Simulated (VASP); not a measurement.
# AgCl (Chlorargyrite) (Fm-3m) in VASP: settings compared

AgCl (Chlorargyrite) is run at these levels: PBEsol, PBEsol+U, PBE; tasks: density of states, vibrations by perturbation theory.

Everything below comes from runs of VASP 6.6.1. Logs are shortened: lines on timing, memory, paths and dates and some standing lists are left out, and cuts for length are marked.

## Step 1: The cell of the first run

It takes space group Fm-3m (No. 225, cubic). Conventional cell: a = 5.470 Å, b = 5.470 Å, c = 5.470 Å, α = 90.00°, β = 90.00°, γ = 90.00°. Ag (site symmetry m-3m) has 6 Cl at 2.73 Å within 3.6 Å. Cl (site symmetry m-3m) has 6 Ag at 2.73 Å within 3.6 Å.

## Step 2: Density of states, PBEsol

Contents of POSCAR:

```
AgCl
1.0
    0.0000000000      2.7350000000      2.7350000000
    2.7350000000      0.0000000000      2.7350000000
    2.7350000000      2.7350000000      0.0000000000
Ag Cl
1 1
Direct
    0.0000000000      0.0000000000      0.0000000000
    0.5000000000      0.5000000000      0.5000000000
```

Contents of INCAR.step1:

```
SYSTEM = AgCl
ALGO = Normal ; EDIFF = 1E-6
ENCUT = 520 ; GGA = PS
ISIF = 2 ; ISMEAR = -1
LASPH = .TRUE. ; LCHARG = .TRUE.
LMAXMIX = 4 ; LREAL = .FALSE.
LWAVE = .FALSE. ; NBANDS = 16
NELM = 80 ; PREC = Accurate
SIGMA = 0.05
```

Contents of KPOINTS.step1:

```
k-points
0
G
  8 8 8
  0 0 0
```

Contents of INCAR.step2:

```
SYSTEM = AgCl
ALGO = Normal ; EDIFF = 1E-6
ENCUT = 520 ; GGA = PS
ICHARG = 11 ; ISIF = 2
ISMEAR = -5 ; LASPH = .TRUE.
LCHARG = .FALSE. ; LMAXMIX = 4
LORBIT = 11 ; LREAL = .FALSE.
LWAVE = .FALSE. ; NEDOS = 1001
NELM = 80 ; PREC = Accurate
SIGMA = 0.05
```

Contents of KPOINTS.step2:

```
k-points
0
G
  12 12 12
  0 0 0
```

Potentials or basis: VASP PAW PBE potentials, release 64 (Ag, Cl).

Started as:

```sh
$ cat potpaw_PBE.64/Ag/POTCAR potpaw_PBE.64/Cl/POTCAR > POTCAR
$ cp INCAR.step1 INCAR
$ cp KPOINTS.step1 KPOINTS
$ mpirun -np 1 vasp_std > vasp.out
$ cp INCAR.step2 INCAR
$ cp KPOINTS.step2 KPOINTS
$ mpirun -np 1 vasp_std > vasp.out
```

OUTCAR:

```text
SYSTEM = AgCl
   EDIFF = 1E-6
   ENCUT = 520
   GGA = PS
   ICHARG = 11
   ISIF = 2
   ISMEAR = -5
   LASPH = .TRUE.
   LORBIT = 11
   LREAL = .FALSE.
   NELM = 80
   PREC = Accurate

 ion  position               nearest neighbor table
   1  0.000  0.000  0.000-   2 2.73   2 2.73   2 2.73   2 2.73   2 2.73   2 2.73
   2  0.500  0.500  0.500-   1 2.73   1 2.73   1 2.73   1 2.73   1 2.73   1 2.73

  LATTYP: Found a face centered cubic cell.
 ALAT       =     5.4700000000

  Lattice vectors:

 A1 = (   0.0000000000,   2.7350000000,   2.7350000000)
 A2 = (   2.7350000000,   0.0000000000,   2.7350000000)
 A3 = (   2.7350000000,   2.7350000000,   0.0000000000)

Analysis of symmetry for initial positions (statically):
=====================================================================
 Subroutine PRICEL returns:
 Original cell was already a primitive cell.

 Routine SETGRP: Setting up the symmetry group for a
 face centered cubic supercell.

 Subroutine GETGRP returns: Found 48 space group operations
 (whereof 48 operations were pure point group operations)
 out of a pool of 48 trial point group operations.

The static configuration has the point symmetry O_h .

Analysis of symmetry for dynamics (positions and initial velocities):
=====================================================================
 Subroutine PRICEL returns:
 Original cell was already a primitive cell.

 Routine SETGRP: Setting up the symmetry group for a
 face centered cubic supercell.

 Subroutine GETGRP returns: Found 48 space group operations
 (whereof 48 operations were pure point group operations)
 out of a pool of 48 trial point group operations.

The dynamic configuration has the point symmetry O_h .

 Subroutine INISYM returns: Found 48 space group operations
 (whereof 48 operations are pure point group operations),
 and found     1 'primitive' translations

----------------------------------------------------------------------------------------

                                     Primitive cell

  volume of cell :      40.9168

  direct lattice vectors                    reciprocal lattice vectors
     0.000000000  2.735000000  2.735000000    -0.182815356  0.182815356  0.182815356
     2.735000000  0.000000000  2.735000000     0.182815356 -0.182815356  0.182815356
     2.735000000  2.735000000  0.000000000     0.182815356  0.182815356 -0.182815356

  length of vectors
[... 95 lines left out ...]
   NELECT =      18.0000    total number of electrons
   NUPDOWN=      -1.0000    fix difference up-down
   EMIN   =  10.00;   EMAX   =-10.00  energy-range for DOS
   EFERMI =   0.00;   METHOD = LEGACY
   ISMEAR =    -5;   SIGMA  =   0.05  broadening in eV -4-tet -1-fermi 0-gaus
   EFERMI_NEDOS =   21; number of points for ismear=-14 and -15
   IALGO  =     38    algorithm
   IMIX   =      4    mixing-type and parameters
     AMIX     =   0.40;   BMIX     =  1.00
     AMIX_MAG =   1.60;   BMIX_MAG =  1.00
  volume/ion in A,a.u.               =      20.46       138.06
  Fermi-wavevector in a.u.,A,eV,Ry     =   1.245083  2.352866 21.092186  1.550232
  Thomas-Fermi vector in A             =   2.379321
   LORBIT       =     11    0 simple, 1 ext, 2 COOP (PROOUT), +10 PAW based schemes
   GGA     = PS    functional components
   LHFCALC =     F    Hartree Fock is set to
   AEXX    =    0.0000 exact exchange contribution
   IVDW    =     0    specifies the selected vdW correction
   LEPSILON=     F    determine dielectric tensor
   LRPA    =     F    only Hartree local field effects (RPA)
 non-spin polarized calculation
 Fermi weights with tetrahedron method with Bloechl corrections
  energy-cutoff  :      520.00
  volume of cell :       40.92
 maximum number of plane-waves:      1124
 NGX is ok and might be reduce to    30

 number of electron      18.0000002 magnetization

 Free energy of the ion-electron system (eV)
  ---------------------------------------------------
  ext. energy  EPLUGINS =         0.00000000
  ---------------------------------------------------
  free energy    TOTEN  =        -6.05995905 eV

  energy without entropy =       -6.05995905  energy(sigma->0) =       -6.05995905

 E-fermi :   4.2800     XC(G=0): -10.4342

 val. band max:        4.2522090863   @ k =   0.5000   0.0000   0.0000
 cond. band min:       4.9750202559   @ k =   0.0000   0.0000   0.0000
 fundamental gap:      0.7228111696
 Fermi energy:         4.2800423892

 k-point     1 :       0.0000    0.0000    0.0000
  band No.  band energies     occupation
      1     -11.1779      2.00000
      2       1.5992      2.00000
      3       1.5992      2.00000
      4       1.5992      2.00000
      5       1.6414      2.00000
      6       1.6414      2.00000
      7       1.7456      2.00000
      8       1.7456      2.00000
      9       1.7456      2.00000
     10       4.9750      0.00000
     11      14.9822      0.00000
     12      14.9822      0.00000
     13      14.9822      0.00000
[... 354 lines left out ...]
  band No.  band energies     occupation
      1     -10.6514      2.00000
      2      -1.1518      2.00000
      3      -0.1639      2.00000
      4      -0.1611      2.00000
      5       1.9734      2.00000
      6       2.0084      2.00000
      7       2.3080      2.00000
      8       3.4101      2.00000
      9       4.0389      2.00000
     10       9.1193      0.00000
     11       9.6952      0.00000
     12      12.1971      0.00000
     13      12.2886      0.00000

 [... further k-points ...]
[... 5 lines left out ...]
  --------------------------------------------------------------------------------------
  -------------------------------------------------------------------------------------
  Total       -0.1994282     -0.1994282     -0.1994282      0.0000000      0.0000000     -0.0000000
  in kB       -7.8089960     -7.8089960     -7.8089960      0.0000000      0.0000000     -0.0000000
  external PRESSURE =      -7.8089960 kB  Pullay stress =       0.0000000 kB

 VOLUME and BASIS-vectors are now :
 -----------------------------------------------------------------------------
  energy-cutoff  :      520.00
  volume of cell :       40.92
      direct lattice vectors                 reciprocal lattice vectors
     0.000000000  2.735000000  2.735000000    -0.182815356  0.182815356  0.182815356
     2.735000000  0.000000000  2.735000000     0.182815356 -0.182815356  0.182815356
     2.735000000  2.735000000  0.000000000     0.182815356  0.182815356 -0.182815356

 POSITION                                       TOTAL-FORCE (eV/Angst)
 -----------------------------------------------------------------------------------
      0.00000      0.00000      0.00000        -0.000000     -0.000000      0.000000
      2.73500      2.73500      2.73500         0.000000      0.000000     -0.000000
 -----------------------------------------------------------------------------------
    total drift:                               -0.000000      0.000000      0.000000

  FREE ENERGIE OF THE ION-ELECTRON SYSTEM (eV)
  ---------------------------------------------------
  free  energy   TOTEN  =        -6.0599590459 eV

  energy  without entropy=       -6.0599590459  energy(sigma->0) =       -6.05995905

 total charge

# of ion       s       p       d       tot
------------------------------------------
    1        0.213   0.157   9.359   9.729
    2        1.594   3.440   0.000   5.034
--------------------------------------------------
tot          1.807   3.597   9.359  14.763
```

OUTCAR.step1:

```text
SYSTEM = AgCl
   EDIFF = 1E-6
   ENCUT = 520
   GGA = PS
   ISIF = 2
   ISMEAR = -1
   LASPH = .TRUE.
[... 677 lines left out ...]
      0.00000      0.00000      0.00000         0.000000     -0.000000      0.000000
      2.73500      2.73500      2.73500        -0.000000      0.000000     -0.000000
 -----------------------------------------------------------------------------------
    total drift:                               -0.000000      0.000000      0.000000

  FREE ENERGIE OF THE ION-ELECTRON SYSTEM (eV)
  ---------------------------------------------------
  free  energy   TOTEN  =        -6.0599381065 eV

  energy  without entropy=       -6.0599269706  energy(sigma->0) =       -6.05993254
```

It took 25 s on 1 thread of AMD EPYC 9R14 (Zen 4), shared host; peak memory 0.15 GiB.

What came out:

```yaml
Valence_electrons_inside_the_program's_atomic_spheres: Ag 9.73; Cl 5.03
```

Caveat: the PAW data sets were made with another functional, which shifts forces and pressure a little.

## Step 3: Density of states, PBEsol+U

POSCAR is that of step 2.

Contents of INCAR.step1:

```
ALGO     = Normal         # electronic algorithm
EDIFF    = 1E-6           # SCF threshold, eV
ENCUT    = 520            # plane-wave cutoff, eV
GGA      = PS             # functional
ISIF     = 2              # what is computed and relaxed
ISMEAR   = -1             # smearing method
LASPH    = T              # aspherical terms in the spheres
LCHARG   = T              # write CHGCAR
LDAU     = T              # DFT+U
LDAUJ    = 0 0          
LDAUL    = 2 -1           # shell
LDAUPRINT= 1            
LDAUTYPE = 2            
LDAUU    = 2 0            # U, eV
LMAXMIX  = 4              # l up to which the mixer works
LREAL    = F              # projectors in reciprocal space
LWAVE    = F              # write WAVECAR
NBANDS   = 16             # bands
NELM     = 150            # most SCF steps
PREC     = Accurate       # precision mode
SIGMA    = 0.05           # smearing width, eV
```

Contents of KPOINTS.step1:

```
k-points
0
Gamma
  8 8 8
```

Contents of INCAR.step2:

```
ALGO     = Normal         # electronic algorithm
EDIFF    = 1E-6           # SCF threshold, eV
ENCUT    = 520            # plane-wave cutoff, eV
GGA      = PS             # functional
ICHARG   = 11             # starting density
ISIF     = 2              # what is computed and relaxed
ISMEAR   = -5             # smearing method
LASPH    = T              # aspherical terms in the spheres
LCHARG   = F              # write CHGCAR
LDAU     = T              # DFT+U
LDAUJ    = 0 0          
LDAUL    = 2 -1           # shell
LDAUPRINT= 1            
LDAUTYPE = 2            
LDAUU    = 2 0            # U, eV
LMAXMIX  = 4              # l up to which the mixer works
LORBIT   = 11             # projections on sites
LREAL    = F              # projectors in reciprocal space
LWAVE    = F              # write WAVECAR
NBANDS   = 16             # bands
NEDOS    = 2001           # points of the DOS
NELM     = 150            # most SCF steps
PREC     = Accurate       # precision mode
SIGMA    = 0.05           # smearing width, eV
```

Contents of KPOINTS.step2:

```
k-points
0
Gamma
  12 12 12
```

Potentials or basis: VASP PAW PBE potentials, release 64 (Ag, Cl).

Started as:

```sh
$ cat potpaw_PBE.64/Ag/POTCAR potpaw_PBE.64/Cl/POTCAR > POTCAR
$ cp INCAR.step1 INCAR
$ cp KPOINTS.step1 KPOINTS
$ mpirun -np 1 vasp_std > vasp.out
$ cp INCAR.step2 INCAR
$ cp KPOINTS.step2 KPOINTS
$ mpirun -np 1 vasp_std > vasp.out
```

OUTCAR:

```text
EDIFF = 1E-6
   ENCUT = 520
   GGA = PS
   ICHARG = 11
   ISIF = 2
   ISMEAR = -5
   LASPH = T
   LORBIT = 11
   LREAL = F
   NELM = 150
   PREC = Accurate

 ion  position               nearest neighbor table
   1  0.000  0.000  0.000-   2 2.73   2 2.73   2 2.73   2 2.73   2 2.73   2 2.73
   2  0.500  0.500  0.500-   1 2.73   1 2.73   1 2.73   1 2.73   1 2.73   1 2.73

  LATTYP: Found a face centered cubic cell.
 ALAT       =     5.4700000000

  Lattice vectors:

 A1 = (   0.0000000000,   2.7350000000,   2.7350000000)
 A2 = (   2.7350000000,   0.0000000000,   2.7350000000)
 A3 = (   2.7350000000,   2.7350000000,   0.0000000000)

Analysis of symmetry for initial positions (statically):
=====================================================================
 Subroutine PRICEL returns:
 Original cell was already a primitive cell.

 Routine SETGRP: Setting up the symmetry group for a
 face centered cubic supercell.

 Subroutine GETGRP returns: Found 48 space group operations
 (whereof 48 operations were pure point group operations)
 out of a pool of 48 trial point group operations.

The static configuration has the point symmetry O_h .

[... 202 lines left out ...]
 cond. band min:       5.0149337155   @ k =   0.0000   0.0000   0.0000
 fundamental gap:      1.1421146876
 Fermi energy:         3.8877631399

 k-point     1 :       0.0000    0.0000    0.0000
  band No.  band energies     occupation
      1     -11.1984      2.00000
      2       0.9545      2.00000
      3       0.9545      2.00000
      4       0.9550      2.00000
      5       0.9550      2.00000
      6       0.9550      2.00000
[... 433 lines left out ...]
      3      -0.5232      2.00000
      4      -0.4655      2.00000
      5       1.3029      2.00000
      6       1.3347      2.00000
[... 8 lines left out ...]
     15      17.5674      0.00000
     16      18.8932      0.00000

 [... further k-points ...]
[... 5 lines left out ...]
  --------------------------------------------------------------------------------------
  -------------------------------------------------------------------------------------
  Total       -0.2368562     -0.2368562     -0.2368562      0.0000000      0.0000000      0.0000000
  in kB       -9.2745611     -9.2745611     -9.2745611      0.0000000      0.0000000      0.0000000
  external PRESSURE =      -9.2745611 kB  Pullay stress =       0.0000000 kB

 VOLUME and BASIS-vectors are now :
 -----------------------------------------------------------------------------
  energy-cutoff  :      520.00
  volume of cell :       40.92
      direct lattice vectors                 reciprocal lattice vectors
     0.000000000  2.735000000  2.735000000    -0.182815356  0.182815356  0.182815356
     2.735000000  0.000000000  2.735000000     0.182815356 -0.182815356  0.182815356
     2.735000000  2.735000000  0.000000000     0.182815356  0.182815356 -0.182815356

 POSITION                                       TOTAL-FORCE (eV/Angst)
 -----------------------------------------------------------------------------------
      0.00000      0.00000      0.00000         0.000000      0.000000      0.000000
      2.73500      2.73500      2.73500         0.000000      0.000000      0.000000
 -----------------------------------------------------------------------------------
    total drift:                               -0.000000      0.000000      0.000000

  FREE ENERGIE OF THE ION-ELECTRON SYSTEM (eV)
  ---------------------------------------------------
  free  energy   TOTEN  =        -5.5250866112 eV

  energy  without entropy=       -5.5250866112  energy(sigma->0) =       -5.52508661

 total charge

# of ion       s       p       d       tot
------------------------------------------
    1        0.207   0.155   9.440   9.801
    2        1.592   3.447   0.000   5.040
--------------------------------------------------
tot          1.799   3.602   9.440  14.841
```

OUTCAR.step1:

```text
EDIFF = 1E-6
   ENCUT = 520
   GGA = PS
   ISIF = 2
   ISMEAR = -1
[... 714 lines left out ...]
 -----------------------------------------------------------------------------------
      0.00000      0.00000      0.00000         0.000000      0.000000      0.000000
      2.73500      2.73500      2.73500        -0.000000     -0.000000     -0.000000
 -----------------------------------------------------------------------------------
    total drift:                               -0.000000      0.000000      0.000000

  FREE ENERGIE OF THE ION-ELECTRON SYSTEM (eV)
  ---------------------------------------------------
  free  energy   TOTEN  =        -5.5250823261 eV

  energy  without entropy=       -5.5250820801  energy(sigma->0) =       -5.52508220
```

OSZICAR.step1:

```text
N       E                     dE             d eps       ncg     rms          rms(c)
DAV:   1     0.103745596876E+03    0.10375E+03   -0.88124E+03   944   0.103E+03
DAV:   2    -0.181462421545E+01   -0.10556E+03   -0.97209E+02  1152   0.227E+02
DAV:   3    -0.561073012838E+01   -0.37961E+01   -0.37878E+01  1192   0.456E+01
DAV:   4    -0.563650082040E+01   -0.25771E-01   -0.25769E-01  1112   0.403E+00
DAV:   5    -0.563683504133E+01   -0.33422E-03   -0.33422E-03  1208   0.447E-01    0.712E+00
DAV:   6    -0.552551855982E+01    0.11132E+00   -0.17694E-01  1232   0.625E+00    0.462E+00
DAV:   7    -0.552527226271E+01    0.24630E-03   -0.64159E-02  1096   0.177E+00    0.180E+00
DAV:   8    -0.552503063374E+01    0.24163E-03   -0.50281E-03  1072   0.813E-01    0.242E-01
DAV:   9    -0.552505157220E+01   -0.20938E-04   -0.60297E-04  1184   0.316E-01    0.362E-02
DAV:  10    -0.552507439434E+01   -0.22822E-04   -0.38742E-05  1184   0.708E-02    0.172E-02
DAV:  11    -0.552508232816E+01   -0.79338E-05   -0.83128E-06  1104   0.241E-02    0.504E-03
DAV:  12    -0.552508232609E+01    0.20630E-08   -0.34868E-07   712   0.456E-03
   1 F= -.55250823E+01 E0= -.55250822E+01  d E =-.245975E-06
```

Run time: 29 s. Hardware: 1 thread of AMD EPYC 9R14 (Zen 4), shared host; peak memory 0.16 GiB.

Results:

```
Valence electrons inside the program's atomic spheres : Ag 9.80; Cl 5.04
```

Eigenvalues of the final occupation matrices:
| site | spin | trace | eigenvalues |
| --- | --- | --- | --- |
| site 1 d | 1 | 4.74 | 0.94 0.94 0.94 0.96 0.96 |
| site 1 d | 2 | 4.74 | 0.94 0.94 0.94 0.96 0.96 |

Caveat: the PAW data sets were made with another functional, which shifts forces and pressure a little.

[end of part 1 of 2]
